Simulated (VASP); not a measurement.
A run of VASP 6.6.1 is set up as follows.

The input INCAR:

```
SYSTEM = H2CO
PREC = Accurate ; ENCUT = 520
EDIFF = 1E-7 ; ISMEAR = -1
SIGMA = 0.02 ; LREAL = Auto
LASPH = .TRUE. ; NELM = 80
ALGO = Normal ; ISIF = 2
LWAVE = .FALSE. ; LCHARG = .FALSE.
GGA = PE ; IVDW = 12
NBANDS = 54
```

The input KPOINTS:

```
Automatic mesh
0
G
  1 1 1
  0 0 0
```

File POSCAR:

```
H2CO
1.0
    7.1530900000      0.0000000000      0.0000000000
    0.0000000000      7.1530900000      0.0000000000
    0.0000000000      0.0000000000      7.1530900000
O C H
6 6 12
Direct
    0.2101858170      0.5571210704      0.7660857778
    0.2935506674      1.0139735253      0.4618176384
    0.6176988751      0.5713562414      1.1415247069
    0.6590077424      0.4443137525      0.6138584051
    0.8920024404      0.9531049335      0.6416451139
    0.4883537224      0.0785689774      1.0086161541
    0.3102510176      0.6045143736      0.6369642284
    0.2000697972      0.9420319667      0.3402907214
    0.7145606349      0.5876114840      1.0034134841
    0.6431770516      0.2804852802      0.6560574540
    0.9448226144      0.9299932161      0.8005958376
    0.3667362159      0.1920531936      0.9773160083
    0.4143930062      0.7191451014      0.6515379124
    0.3025379401      0.5364765081      0.4971823739
    0.0631394366      1.0017494642      0.2960911268
    0.2460950809      0.8123157667      0.2664347342
    0.6758434973      0.6809959515      0.8852963387
    0.8479879069      0.5086932337      0.9852799817
    0.5502430949      0.1842433751      0.5777262469
    0.7201420158      0.2208172562      0.7763396348
    0.8512919251      0.9583965184      0.9230884633
    1.0875808469      0.8779883878      0.8336072109
    0.3914051816      0.3464778060      0.9766991012
    0.2194569716      0.1487303161      0.9466633451
```

Potentials or basis: VASP PAW PBE potentials, release 64 (O, C, H).

Command:

```console
$ cat potpaw_PBE.64/O/POTCAR potpaw_PBE.64/C/POTCAR potpaw_PBE.64/H/POTCAR > POTCAR
$ mpirun -np 1 vasp_gam > vasp.out
```

**Question.** What does it give for the band gap on the k mesh?

**Answer.** 2.84 eV.

**Question.** What does it give for the pressure?

**Answer.** 0.4 GPa.

**Question.** Estimate the largest force.

**Answer.** 0.741 eV/Å.

Stress tensor (GPa, compression positive):
```
 0.31 -0.02  0.14
-0.02  0.48 -0.36
 0.14 -0.36  0.50
```

Caveat: the k points lie up to 0.88 Å⁻¹ apart.
